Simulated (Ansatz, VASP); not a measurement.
## Two plane-wave programs on ScIr

File INCAR:

```
ALGO = Normal ; EDIFF = 1E-6
EDIFFG = -0.002 ; ENCUT = 600
GGA = CA ; IBRION = 2
ISIF = 3 ; ISMEAR = -1
LASPH = T ; LCHARG = F
LREAL = F ; LWAVE = F
NELM = 80 ; NSW = 100
PREC = Accurate ; SIGMA = 0.1
```

Contents of KPOINTS:

```
k-points
0
Gamma
  12 12 12
```

File POSCAR:

```
ScIr
1.0
    3.2060000000      0.0000000000      0.0000000000
    0.0000000000      3.2060000000      0.0000000000
    0.0000000000      0.0000000000      3.2060000000
Sc Ir
1 1
Direct
    0.5000000000      0.5000000000      0.5000000000
    0.0000000000      0.0000000000      0.0000000000
```

Input for Ansatz:

```yaml
crystal:
  lattice:
    - [3.206, 0.0, 0.0]
    - [0.0, 3.206, 0.0]
    - [0.0, 0.0, 3.206]
  atoms:
    - { symbol: Sc, position: [0.5, 0.5, 0.5] }
    - { symbol: Ir, position: [0.0, 0.0, 0.0] }
kpoints:
  mp_grid: { grid: [12, 12, 12] }
scf:
  occupations: { method: fermi_dirac, width: 0.1 }
  mixing: { algorithm: anderson, beta: 0.2 }
  algorithm: direct_min
hamiltonian:
  xc: lda
  pseudopotentials: { kind: paw }
relax:
  f_tol: 0.002
  max_steps: 80
  cell: {}
output:
  forces: true
  stress: true
  write_density: true
  write_potential: true
  elf: true
  volumetric_format: npy
```

Alike in both runs: task relaxation of cell and atoms; functional LDA; k mesh 12 × 12 × 12; occupations fermi-dirac, width 0.1 eV; no spin polarisation.

```csv
,VASP,Ansatz
version,VASP 6.6.1,Ansatz 0.2.0
potentials or method,"VASP PAW LDA potentials, release 64 (Sc_sv, Ir)","PAW with Ansatz's default frozen-core files, scalar-relativistic"
plane-wave cutoff (eV),600,420
valence electrons in the cell,20,28
```

|  | VASP | Ansatz | Ansatz less VASP |
| --- | --- | --- | --- |
| relaxed volume (Å³/atom) | 15.90 | 15.81 | -0.088 |
| relaxed length of the cell vector where the two differ most in proportion (Å) | 3.168 | 3.162 | -0.0059 |

LDA's correlation is that of Perdew and Zunger in VASP and of Perdew and Wang (1992) in Ansatz. VASP's potentials hold 20 valence electrons a cell and Ansatz's 28, so a difference there can come from the potentials and not from the codes.

Neither program's run includes spin-orbit coupling.
